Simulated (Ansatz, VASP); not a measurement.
# Pd in VASP and in Ansatz

```xyz
1
Lattice="0.0000 1.9705 1.9705 1.9705 0.0000 1.9705 1.9705 1.9705 0.0000" Properties=species:S:1:pos:R:3 pbc="T T T"
Pd    0.0000    0.0000    0.0000
```

Change from the starting cell: volume scaled by 1.04, crystal datasets.

Alike in both runs: task electric field gradients; functional PBE; k mesh 18 × 18 × 18; occupations fermi-dirac, width 0.05 eV; no spin polarisation.

```csv
,VASP,Ansatz
version,VASP 6.6.1,Ansatz 0.2.0
potentials or method,"VASP PAW PBE potentials, release 64 (Pd), cutoff 520 eV","all-electron PAW with datasets made for the crystal, scalar-relativistic"
```

VASP gave:

| Item | Value |
| --- | --- |
| pressure (GPa) | -0.1 |

Q: Estimate Ansatz's values.

A: Pressure (GPa): 0.1.

Ansatz ran all-electron here, and VASP with PAW potentials.
